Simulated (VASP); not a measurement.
# LiH in VASP: notebook

Aim: see how the results for LiH move with the level of theory and the settings. Levels: PBEsol, RPBE, HSE06. Tasks: single point.

Everything below comes from runs of VASP 6.6.1. Logs are shortened: lines on timing, memory, paths and dates and some standing lists are left out, and cuts for length are marked.

## 1. The cell of the first run

The typed cell holds 2 atoms: a = 2.880 Å, b = 2.880 Å, c = 2.880 Å, α = 60.00°, β = 60.00°, γ = 60.00°.

## 2. Single point, PBEsol

The input, INCAR:

```
SYSTEM = LiH
ALGO     = Normal         ! electronic algorithm
EDIFF    = 1E-7           ! SCF threshold, eV
ENCUT    = 520            ! plane-wave cutoff, eV
GGA      = PS             ! functional
ISIF     = 2              ! what is computed and relaxed
ISMEAR   = -1             ! smearing method
LASPH    = .True.         ! aspherical terms in the spheres
LCHARG   = .False.        ! write CHGCAR
LREAL    = .False.        ! projectors in reciprocal space
LWAVE    = .False.        ! write WAVECAR
NBANDS   = 9              ! bands
NELM     = 80             ! most SCF steps
PREC     = Accurate       ! precision mode
SIGMA    = 0.05           ! smearing width, eV
```

The input, KPOINTS:

```
k-points
0
Gamma
  7 7 7
  0 0 0
```

The input, POSCAR:

```
LiH
1.0
    0.0000000000      2.0367500000      2.0367500000
    2.0367500000      0.0000000000      2.0367500000
    2.0367500000      2.0367500000      0.0000000000
Li H
1 1
Direct
    0.0707180000      0.0054670000     -0.0426970000
    0.5304790000      0.5246310000      0.4639840000
```

Potentials or basis: VASP PAW PBE potentials, release 64 (Li_sv, H).

Command:

```sh
$ cat potpaw_PBE.64/Li_sv/POTCAR potpaw_PBE.64/H/POTCAR > POTCAR
$ mpirun -np 1 vasp_std > vasp.out
```

OUTCAR:

```text
SYSTEM = LiH
   EDIFF = 1E-7
   ENCUT = 520
   GGA = PS
   ISIF = 2
   ISMEAR = -1
   LASPH = .True.
   LREAL = .False.
   NELM = 80
   PREC = Accurate

 ion  position               nearest neighbor table
   1  0.071  0.005  0.957-
   2  0.530  0.525  0.464-

  LATTYP: Found a face centered cubic cell.
 ALAT       =     4.0735000000

  Lattice vectors:

 A1 = (   0.0000000000,   2.0367500000,   2.0367500000)
 A2 = (   2.0367500000,   0.0000000000,   2.0367500000)
 A3 = (   2.0367500000,   2.0367500000,   0.0000000000)

Analysis of symmetry for initial positions (statically):
=====================================================================
 Subroutine PRICEL returns:
 Original cell was already a primitive cell.

 Routine SETGRP: Setting up the symmetry group for a
 face centered cubic supercell.

 Subroutine GETGRP returns: Found  1 space group operations
 (whereof  1 operations were pure point group operations)
 out of a pool of 48 trial point group operations.

The static configuration has the point symmetry C_1 .

Analysis of symmetry for dynamics (positions and initial velocities):
=====================================================================
 Subroutine PRICEL returns:
 Original cell was already a primitive cell.

 Routine SETGRP: Setting up the symmetry group for a
 face centered cubic supercell.

 Subroutine GETGRP returns: Found  1 space group operations
 (whereof  1 operations were pure point group operations)
 out of a pool of 48 trial point group operations.

The dynamic configuration has the point symmetry C_1 .

 Subroutine INISYM returns: Found  1 space group operations
 (whereof  1 operations are pure point group operations),
 and found     1 'primitive' translations

----------------------------------------------------------------------------------------

                                     Primitive cell

  volume of cell :      16.8983

  direct lattice vectors                    reciprocal lattice vectors
     0.000000000  2.036750000  2.036750000    -0.245489137  0.245489137  0.245489137
     2.036750000  0.000000000  2.036750000     0.245489137 -0.245489137  0.245489137
     2.036750000  2.036750000  0.000000000     0.245489137  0.245489137 -0.245489137

  length of vectors
     2.880399473  2.880399473  2.880399473     0.425199658  0.425199658  0.425199658

  position of ions in fractional coordinates (direct lattice)
     0.070718000  0.005467000  0.957303000
     0.530479000  0.524631000  0.463984000

  ion indices of the primitive-cell ions
   primitive index   ion index
                 1           1
                 2           2

----------------------------------------------------------------------------------------

 KPOINTS: k-points

Automatic generation of k-mesh.
 Grid dimensions read from file:
 generate k-points for:    7    7    7

 Generating k-lattice:

  Cartesian coordinates                     Fractional coordinates (reciprocal lattice)
    -0.035069877  0.035069877  0.035069877     0.142857143  0.000000000  0.000000000
     0.035069877 -0.035069877  0.035069877     0.000000000  0.142857143  0.000000000
     0.035069877  0.035069877 -0.035069877     0.000000000  0.000000000  0.142857143

  Length of vectors
     0.060742808  0.060742808  0.060742808

  Shift w.r.t. Gamma in fractional coordinates (k-lattice)
     0.000000000  0.000000000  0.000000000

 Subroutine IBZKPT returns following result:
 ===========================================

 Found    172 irreducible k-points:

 Following reciprocal coordinates:
            Coordinates               Weight
  0.000000  0.000000  0.000000      1.000000
  0.142857  0.000000  0.000000      2.000000
  0.000000  0.142857  0.000000      2.000000
  0.000000  0.000000  0.142857      2.000000
  0.142857  0.142857  0.142857      2.000000
  0.285714  0.000000  0.000000      2.000000
[... 16 lines left out ...]
  0.142857 -0.142857 -0.142857      2.000000
  0.285714  0.285714  0.142857      2.000000
 [... further k-points ...]
   k-points           NKPTS =    172   k-points in BZ     NKDIM =    172   number of bands    NBANDS=      9
   number of dos      NEDOS =    301   number of ions     NIONS =      2
   total plane-waves  NPLWV =  13824
   dimension x,y,z NGX =    24 NGY =   24 NGZ =   24
   dimension x,y,z NGXF=    48 NGYF=   48 NGZF=   48
   ions per type =               1   1
   NGX,Y,Z   is equivalent  to a cutoff of  13.85, 13.85, 13.85 a.u.
   NGXF,Y,Z  is equivalent  to a cutoff of  27.70, 27.70, 27.70 a.u.
 SYSTEM =  LiH
   PREC   = accura    normal or accurate (medium, high low for compatibility)
   ISTART =      0    job   : 0-new  1-cont  2-samecut
   ICHARG =      2    charge: 1-file 2-atom 10-const
   ISPIN  =      1    spin polarized calculation?
   LNONCOLLINEAR =      F non collinear calculations
   LSORBIT =      F    spin-orbit coupling
   LASPH  =      T    aspherical Exc in radial PAW
   ENCUT  =  520.0 eV  38.22 Ry    6.18 a.u.   5.36  5.36  5.36*2*pi/ulx,y,z
   NELM   =     80;   NELMIN=  2; NELMDL= -5     # of ELM steps
   EDIFF  = 0.1E-06   stopping-criterion for ELM
   LREAL  =      F    real-space projection
   EDIFFG = 0.1E-05   stopping-criterion for IOM
   NSW    =      0    number of steps for IOM
   IBRION =     -1    ionic relax: 0-MD 1-quasi-New 2-CG
   NFREE  =      0    steps in history (QN), initial steepest desc. (CG)
   ISIF   =      2    stress and relaxation
   ISYM   =      2    0-nonsym 1-usesym 2-fastsym
   POTIM  = 0.5000    time-step for ionic-motion
   TEBEG  =    0.0;   TEEND  =   0.0 temperature during run
   PSTRESS=    0.0 pullay stress
   NELECT =       4.0000    total number of electrons
   NUPDOWN=      -1.0000    fix difference up-down
   EMIN   =  10.00;   EMAX   =-10.00  energy-range for DOS
   EFERMI =   0.00;   METHOD = LEGACY
   ISMEAR =    -1;   SIGMA  =   0.05  broadening in eV -4-tet -1-fermi 0-gaus
   EFERMI_NEDOS =   21; number of points for ismear=-14 and -15
   IALGO  =     38    algorithm
   IMIX   =      4    mixing-type and parameters
     AMIX     =   0.40;   BMIX     =  1.00
     AMIX_MAG =   1.60;   BMIX_MAG =  1.00
  volume/ion in A,a.u.               =       8.45        57.02
  Fermi-wavevector in a.u.,A,eV,Ry     =   1.012699  1.913724 13.953585  1.025560
  Thomas-Fermi vector in A             =   2.145824
   LORBIT       =      0    0 simple, 1 ext, 2 COOP (PROOUT), +10 PAW based schemes
   GGA     = PS    functional components
   LHFCALC =     F    Hartree Fock is set to
   AEXX    =    0.0000 exact exchange contribution
   IVDW    =     0    specifies the selected vdW correction
   LEPSILON=     F    determine dielectric tensor
   LRPA    =     F    only Hartree local field effects (RPA)
 non-spin polarized calculation
  energy-cutoff  :      520.00
  volume of cell :       16.90
 maximum number of plane-waves:       467
 NGX is ok and might be reduce to    24
   NGX = 11   NGY = 11   NGZ = 11

 number of electron       4.0000000 magnetization

 Free energy of the ion-electron system (eV)
  ---------------------------------------------------
  ext. energy  EPLUGINS =         0.00000000
  ---------------------------------------------------
  free energy    TOTEN  =        -6.10783866 eV

  energy without entropy =       -6.10783866  energy(sigma->0) =       -6.10783866

 E-fermi :   0.9176     XC(G=0):  -8.4543

 val. band max:       -0.1912034622   @ k =  -0.4286   0.4286   0.0000
 cond. band min:       3.0971964396   @ k =   0.4286   0.4286  -0.1429
 fundamental gap:      3.2883999018
 Fermi energy:         0.9175883650

 k-point     1 :       0.0000    0.0000    0.0000
  band No.  band energies     occupation
      1     -43.8087      2.00000
      2      -5.4220      2.00000
      3      15.2254      0.00000
      4      17.1844      0.00000
      5      17.1935      0.00000
      6      17.4408      0.00000
      7      21.6699      0.00000
      8      21.6889      0.00000
      9      21.7008      0.00000

 k-point     2 :       0.1429    0.0000    0.0000
  band No.  band energies     occupation
      1     -43.8010      2.00000
      2      -5.0672      2.00000
      3      12.6119      0.00000
      4      15.7677      0.00000
      5      16.5310      0.00000
      6      16.5410      0.00000
      7      21.3816      0.00000
      8      22.9732      0.00000
      9      22.9902      0.00000

 k-point     3 :       0.0000    0.1429    0.0000
  band No.  band energies     occupation
      1     -43.8010      2.00000
      2      -5.0685      2.00000
      3      12.6609      0.00000
      4      15.5617      0.00000
      5      16.5251      0.00000
      6      16.7177      0.00000
      7      21.3664      0.00000
      8      22.9747      0.00000
      9      23.0181      0.00000

 k-point     4 :       0.0000    0.0000    0.1429
  band No.  band energies     occupation
      1     -43.8010      2.00000
      2      -5.0689      2.00000
      3      12.6740      0.00000
      4      15.5155      0.00000
      5      16.5303      0.00000
      6      16.7491      0.00000
      7      21.3625      0.00000
      8      22.9894      0.00000
      9      23.0108      0.00000
[... 205 lines left out ...]
 k-point    22 :       0.1429    0.2857    0.0000
  band No.  band energies     occupation
      1     -43.7842      2.00000
      2      -4.1185      2.00000
      3       9.5773      0.00000
      4      12.6574      0.00000
      5      13.4650      0.00000
      6      16.9297      0.00000
      7      19.2372      0.00000
      8      22.9500      0.00000
      9      25.1123      0.00000

 k-point    23 :       0.1429   -0.1429   -0.1429
  band No.  band energies     occupation
      1     -43.7842      2.00000
      2      -4.1152      2.00000
      3       9.5467      0.00000
      4      12.6790      0.00000
      5      13.4730      0.00000
      6      16.9232      0.00000
      7      19.2440      0.00000
      8      22.9484      0.00000
      9      25.0932      0.00000

 k-point    24 :       0.2857    0.2857    0.1429
  band No.  band energies     occupation
      1     -43.7842      2.00000
      2      -4.1176      2.00000
      3       9.5855      0.00000
      4      12.5144      0.00000
      5      13.6214      0.00000
      6      16.9210      0.00000
      7      19.2230      0.00000
      8      22.9244      0.00000
      9      25.1322      0.00000

 [... further k-points ...]

------------------------ aborting loop because EDIFF is reached ----------------------------------------

  FORCE on cell =-STRESS in cart. coord.  units (eV):
  Direction    XX          YY          ZZ          XY          YZ          ZX
  --------------------------------------------------------------------------------------
  -------------------------------------------------------------------------------------
  Total       -0.2490712     -0.2332935     -0.2567657      0.0032675     -0.0026800      0.0019487
  in kB      -23.6151641    -22.1192317    -24.3447014      0.3097968     -0.2540941      0.1847665
  external PRESSURE =     -23.3596991 kB  Pullay stress =       0.0000000 kB

 VOLUME and BASIS-vectors are now :
 -----------------------------------------------------------------------------
  energy-cutoff  :      520.00
  volume of cell :       16.90
      direct lattice vectors                 reciprocal lattice vectors
     0.000000000  2.036750000  2.036750000    -0.245489137  0.245489137  0.245489137
     2.036750000  0.000000000  2.036750000     0.245489137 -0.245489137  0.245489137
     2.036750000  2.036750000  0.000000000     0.245489137  0.245489137 -0.245489137

 POSITION                                       TOTAL-FORCE (eV/Angst)
 -----------------------------------------------------------------------------------
      1.96092      2.09382      0.15517         0.052447     -0.069597     -0.042302
      2.01356      2.02547      2.14900        -0.052447      0.069597      0.042302
 -----------------------------------------------------------------------------------
    total drift:                                0.000102      0.000112     -0.000112

  FREE ENERGIE OF THE ION-ELECTRON SYSTEM (eV)
  ---------------------------------------------------
  free  energy   TOTEN  =        -6.1078386608 eV

  energy  without entropy=       -6.1078386608  energy(sigma->0) =       -6.10783866
```

It took 34 s on 1 thread of Intel Xeon 6975P-C, shared host; peak memory 0.15 GiB.

What came out:

```yaml
Free_energy: -6.1078 eV
Largest_force: 0.097 eV/Å
Band_gap_on_the_k_mesh: 3.29 eV, direct
```

Forces in eV/Å, atoms in the order of the input:
```
Li   0.052 -0.070 -0.042
H   -0.052  0.070  0.042
```

Levels at points of the mesh, in eV from the valence-band top:
| k point | band 1 | band 2 | band 3 | band 4 | band 5 | band 6 | band 7 |
| --- | --- | --- | --- | --- | --- | --- | --- |
| (0.00, 0.00, 0.00) | -43.62 | -5.23 | 15.42 | 17.38 | 17.38 | 17.63 | 21.86 |

Caveat: the cutoff is under 1.25 times the usual one of these potentials, so pressure, stress and relaxed cells hold a basis-set (Pulay) error; the PAW data sets were made with another functional, which shifts forces and pressure a little. As with any semilocal functional, this PBEsol gap is likely too small.

## 3. Single point, RPBE

The input, INCAR:

```
SYSTEM = LiH
PREC = Accurate
ENCUT = 520
EDIFF = 1E-6
ISMEAR = 0
SIGMA = 0.1
LREAL = .False.
LASPH = .True.
NELM = 80
ALGO = Normal
ISIF = 2
LWAVE = .False.
LCHARG = .True.
GGA = RP
LELF = .True.
LVHAR = .True.
NBANDS = 9
```

The input, KPOINTS:

```
Automatic mesh
0
Gamma
  11 11 11
  0 0 0
```

The input, POSCAR:

```
LiH
1.0
    0.0000000000      2.0367500000      2.0367500000
    2.0367500000      0.0000000000      2.0367500000
    2.0367500000      2.0367500000      0.0000000000
Li H
1 1
Direct
    0.0000000000      0.0000000000      0.0000000000
    0.5000000000      0.5000000000      0.5000000000
```

Potentials or basis: VASP PAW PBE potentials, release 64 (Li_sv, H).

Command:

```sh
$ cat potpaw_PBE.64/Li_sv/POTCAR potpaw_PBE.64/H/POTCAR > POTCAR
$ mpirun -np 1 vasp_std > vasp.out
```

Wall time 5.6 s (1 thread of Intel Xeon 6975P-C, shared host); peak memory 0.13 GiB.

Results (log left out):

| Item | Value |
| --- | --- |
| Free energy | -6.0198 eV |
| Band gap on the k mesh | 3.36 eV, direct |

Levels at points of the mesh, in eV from the valence-band top:
```
           k point  band 1  band 2  band 3  band 4  band 5
(0.00, 0.00, 0.00)  -44.48   -5.15   15.57   17.77   17.77
```

Caveat: the cutoff is under 1.25 times the usual one of these potentials, so pressure, stress and relaxed cells hold a basis-set (Pulay) error; the PAW data sets were made with another functional, which shifts forces and pressure a little. RPBE gaps usually lie below the measured ones, often by a third to a half.

## 4. Single point, HSE06

This run uses another cell than the first one, of 7.94 Å³/atom, 0.940 times its volume.

The input, POSCAR:

```
LiH
1.0
    0.0000000000      1.9951720069      1.9951720069
    1.9951720069      0.0000000000      1.9951720069
    1.9951720069      1.9951720069      0.0000000000
Li H
1 1
Direct
    0.0000000000      0.0000000000      0.0000000000
    0.5000000000      0.5000000000      0.5000000000
```

The input, INCAR.step1:

```
SYSTEM = LiH
PREC = Accurate
ENCUT = 520
EDIFF = 1E-5
ISMEAR = -1
SIGMA = 0.05
LREAL = .False.
LASPH = .True.
NELM = 100
ALGO = Normal
ISIF = 2
LWAVE = .True.
LCHARG = .False.
GGA = PE
NBANDS = 9
```

The input, INCAR.step2:

```
SYSTEM = LiH
PREC = Accurate
ENCUT = 520
EDIFF = 1E-6
ISMEAR = -1
SIGMA = 0.05
LREAL = .False.
LASPH = .True.
NELM = 100
ALGO = Normal
ISIF = 2
LWAVE = .False.
LCHARG = .False.
GGA = PE
LHFCALC = .True.
HFSCREEN = 0.2079
PRECFOCK = Normal
ISTART = 1
NBANDS = 9
```

The input, KPOINTS:

```
regular mesh
0
Gamma
  6 6 6
  0 0 0
```

Potentials or basis: VASP PAW PBE potentials, release 64 (Li_sv, H).

Command:

```sh
$ cat potpaw_PBE.64/Li_sv/POTCAR potpaw_PBE.64/H/POTCAR > POTCAR
$ cp INCAR.step1 INCAR
$ mpirun -np 1 vasp_std > vasp.out
$ cp INCAR.step2 INCAR
$ mpirun -np 1 vasp_std > vasp.out
```

OUTCAR:

```text
SYSTEM = LiH
   PREC = Accurate
   ENCUT = 520
   EDIFF = 1E-6
   ISMEAR = -1
   LREAL = .False.
   LASPH = .True.
   NELM = 100
   ISIF = 2
   GGA = PE
   LHFCALC = .True.
   HFSCREEN = 0.2079
   PRECFOCK = Normal
   ISTART = 1

 ion  position               nearest neighbor table
   1  0.000  0.000  0.000-
   2  0.500  0.500  0.500-

  LATTYP: Found a face centered cubic cell.
 ALAT       =     3.9903440138

  Lattice vectors:

 A1 = (   0.0000000000,   1.9951720069,   1.9951720069)
 A2 = (   1.9951720069,   0.0000000000,   1.9951720069)
 A3 = (   1.9951720069,   1.9951720069,   0.0000000000)

Analysis of symmetry for initial positions (statically):
=====================================================================
 Subroutine PRICEL returns:
 Original cell was already a primitive cell.

 Routine SETGRP: Setting up the symmetry group for a
 face centered cubic supercell.

 Subroutine GETGRP returns: Found 48 space group operations
 (whereof 48 operations were pure point group operations)
 out of a pool of 48 trial point group operations.

[... 165 lines left out ...]
 fundamental gap:      3.9639107784
 Fermi energy:         0.7274470416

 k-point     1 :       0.0000    0.0000    0.0000
  band No.  band energies     occupation
      1     -47.8125      2.00000
      2      -6.6671      2.00000
      3      17.5958      0.00000
      4      19.0729      0.00000
      5      19.0729      0.00000
      6      19.0730      0.00000
      7      23.7083      0.00000
      8      23.7083      0.00000
      9      23.7083      0.00000
[... 169 lines left out ...]
 k-point    16 :      -0.3333    0.5000    0.1667
  band No.  band energies     occupation
      1     -47.7442      2.00000
      2      -0.7252      2.00000
      3       4.5146      0.00000
      4       7.7051      0.00000
      5      12.4832      0.00000
      6      18.8096      0.00000
      7      20.8702      0.00000
      8      30.1151      0.00000
      9      30.6846      0.00000

------------------------ aborting loop because EDIFF is reached ----------------------------------------

  FORCE on cell =-STRESS in cart. coord.  units (eV):
  Direction    XX          YY          ZZ          XY          YZ          ZX
  --------------------------------------------------------------------------------------
  -------------------------------------------------------------------------------------
  Total       -0.0244287     -0.0244287     -0.0244287     -0.0000000      0.0000000      0.0000000
  in kB       -2.4639942     -2.4639942     -2.4639942     -0.0000000      0.0000000      0.0000000
  external PRESSURE =      -2.4639942 kB  Pullay stress =       0.0000000 kB

 VOLUME and BASIS-vectors are now :
 -----------------------------------------------------------------------------
  energy-cutoff  :      520.00
  volume of cell :       15.88
      direct lattice vectors                 reciprocal lattice vectors
     0.000000000  1.995172007  1.995172007    -0.250604960  0.250604960  0.250604960
     1.995172007  0.000000000  1.995172007     0.250604960 -0.250604960  0.250604960
     1.995172007  1.995172007  0.000000000     0.250604960  0.250604960 -0.250604960

 POSITION                                       TOTAL-FORCE (eV/Angst)
 -----------------------------------------------------------------------------------
      0.00000      0.00000      0.00000         0.000000      0.000000     -0.000000
      1.99517      1.99517      1.99517        -0.000000     -0.000000      0.000000
 -----------------------------------------------------------------------------------
    total drift:                               -0.000000     -0.000000     -0.000000

  FREE ENERGIE OF THE ION-ELECTRON SYSTEM (eV)
  ---------------------------------------------------
  free  energy   TOTEN  =        -6.7861924086 eV

  energy  without entropy=       -6.7861924086  energy(sigma->0) =       -6.78619241
```

Wall time 43 s (1 thread of Intel Xeon Platinum 8259CL at 2.50GHz (Skylake/Cascade Lake), shared host); peak memory 0.23 GiB.

Results:

| Property | Result |
| --- | --- |
| Free energy | -6.7862 eV |
| Band gap on the k mesh | 3.96 eV, direct |

Caveat: the k points lie up to 0.45 Å⁻¹ apart; the cutoff is under 1.25 times the usual one of these potentials, so pressure, stress and relaxed cells hold a basis-set (Pulay) error; the PAW data sets were made with another functional, which shifts forces and pressure a little. A k mesh can miss the band edges.

(Continued in part 2 of 2.)
